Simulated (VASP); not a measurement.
A run of VASP 6.6.1 is set up as follows.

Contents of INCAR:

```
SYSTEM = I
  PREC = Accurate
  ENCUT = 520
  EDIFF = 1E-6
  ISMEAR = -1
  SIGMA = 0.02
  LREAL = .False.
  LASPH = .True.
  NELM = 60
  ALGO = Normal
  ISIF = 2
  LWAVE = .False.
  LCHARG = .True.
  GGA = PE
  LELF = .True.
  LVHAR = .True.
  NBANDS = 14
```

File KPOINTS:

```
Automatic mesh
0
Gamma
  8 8 4
  0 0 0
```

POSCAR

```
I
1.0
    3.1784546210      0.0000000000      0.0000000000
   -1.5892273105      2.7526224466      0.0000000000
    0.0000000000      0.0000000000      6.6945630345
I
2
Direct
    0.3333333333      0.6666666667      0.2500000000
    0.6666666667      0.3333333333      0.7500000000
```

Potentials or basis: VASP PAW PBE potentials, release 64 (I).

Run with:

```bash
$ cat potpaw_PBE.64/I/POTCAR > POTCAR
$ mpirun -np 1 vasp_std > vasp.out
```

Estimate the pressure.

9.9 GPa.

Predict the band gap on the k mesh.

zero (bands 7 and 8 overlap by 3.89 eV).

Caveat: the cell stands under pressure; spin-orbit coupling is left out, which moves the levels of the heavy elements; this functional lacks dispersion, which binds layers or chains, so the pressure and a relaxed spacing across them are unreliable.
